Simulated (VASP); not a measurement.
Here is a VASP 6.6.1 calculation.

Contents of INCAR:

```
SYSTEM = WS
PREC = Accurate
ENCUT = 520
EDIFF = 1E-6
ISMEAR = -1
SIGMA = 0.05
LREAL = .False.
LASPH = .True.
NELM = 60
ALGO = Normal
ISIF = 2
LWAVE = .False.
LCHARG = .False.
GGA = PE
NBANDS = 17
```

KPOINTS

```
Automatic mesh
0
Gamma
  9 9 9
  0 0 0
```

Contents of POSCAR:

```
WS
1.0
   -2.1124434224      2.1124434224      2.4242077317
    2.1124434224     -2.1124434224      2.4242077317
    2.1124434224      2.1124434224     -2.4242077317
W S
1 1
Direct
    0.5000000000      0.5000000000      0.0000000000
    0.0000000000      0.0000000000      0.0000000000
```

Potentials or basis: VASP PAW PBE potentials, release 64 (W_sv, S).

The run is started by

```bash
$ cat potpaw_PBE.64/W_sv/POTCAR potpaw_PBE.64/S/POTCAR > POTCAR
$ mpirun -np 1 vasp_std > vasp.out
```

Question: What does it give for the band gap on the k mesh?

Answer: Zero (band 10 reaches 7.09 eV, above the bottom of band 11 at 4.81 eV).

Question: What does it give for the pressure?

Answer: -21.7 GPa.

Stress tensor (GPa, compression positive):
```
-21.17   0.00   0.00
  0.00 -21.17   0.00
  0.00   0.00 -22.63
```

Caveat: spin-orbit coupling is left out, which moves the levels of the heavy elements.
